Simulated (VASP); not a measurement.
Crystal: Re.

```
Re
1.0
     2.77673    0.00000    0.00000
    -1.38836    2.40471    0.00000
     0.00000    0.00000    8.95055
Re
4
Direct
  0.00000 0.00000 0.00000
  0.33333 0.66667 0.25000
  0.00000 0.00000 0.50000
  0.66667 0.33333 0.75000
```

Base run:

| Quantity | Value |
| --- | --- |
| Program | VASP 6.6.1 |
| Functional | r2SCAN |
| Potentials or basis | VASP PAW PBE potentials, release 64 (Re) |
| Cutoff | 660 eV |
| k mesh | 18 × 18 × 6 |
| Occupations | gaussian, width 0.1 eV |
| Spin | no spin polarisation |

Its results: band gap on the k mesh zero (bands 14 and 15 overlap by 2.58 eV); pressure -6.4 GPa.

**Question.** The run is repeated on the same cell with these changes: functional from r2SCAN to PBE; cutoff from 660 eV to 600 eV. What comes out?

**Answer.** Band gap on the k mesh zero (bands 14 and 15 overlap by 2.49 eV); pressure -0.4 GPa.

Caveats: spin-orbit coupling is left out, which moves the levels of the heavy elements; the cell stands under tension (at least some runs); the PAW data sets were made with another functional, which shifts forces and pressure a little (at least some runs).
